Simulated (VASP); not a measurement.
Set up this calculation in VASP 6.6.1, as the native input.

* Task: single point
* Functional: PBE
* Potentials or basis: VASP PAW PBE potentials, release 64 (Nb_sv, Sc_sv)
* Cutoff: 520 eV
* k mesh: 10 × 10 × 5
* Occupations: methfessel-paxton, width 0.1 eV
* Spin: no spin polarisation
* Dipole correction: no
* Further INCAR settings: ALGO = Fast; EDIFF = 1e-07; NBANDS = 19

The structure of ScNb lies in POSCAR:

```
ScNb
1.0
    3.0656443600      0.0000000000      0.0000000000
   -1.5328221800      2.6549258947      0.0000000000
    0.0000000000      0.0000000000      5.0721940000
Nb Sc
1 1
Direct
    0.0000000000      0.0000000000      0.5000000000
    0.6666666667      0.3333333333      0.0000000000
```

The input as run:

INCAR

```
PREC = Accurate ; ENCUT = 520
EDIFF = 1E-7 ; ISMEAR = 1
SIGMA = 0.1 ; LREAL = F
LASPH = T ; NELM = 60
ALGO = Fast ; ISIF = 2
LWAVE = F ; LCHARG = F
GGA = PE ; NBANDS = 19
```

KPOINTS

```
regular mesh
0
Gamma
  10 10 5
```

Potentials or basis: VASP PAW PBE potentials, release 64 (Nb_sv, Sc_sv).

Launch:

```console
$ cat potpaw_PBE.64/Nb_sv/POTCAR potpaw_PBE.64/Sc_sv/POTCAR > POTCAR
$ mpirun -np 1 vasp_std > vasp.out
```

Results of the run:

```yaml
Pressure: -0.2 GPa
Band_gap_on_the_k_mesh: zero (band 12 reaches 7.80 eV, above the bottom of band 13 at 6.91 eV)
```

It took 100 s on 1 thread of Intel(R) Xeon(R) Platinum 8259CL CPU @ 2.50GHz (Skylake/Cascade Lake), with other jobs on the host, peak memory 0.18 GiB.
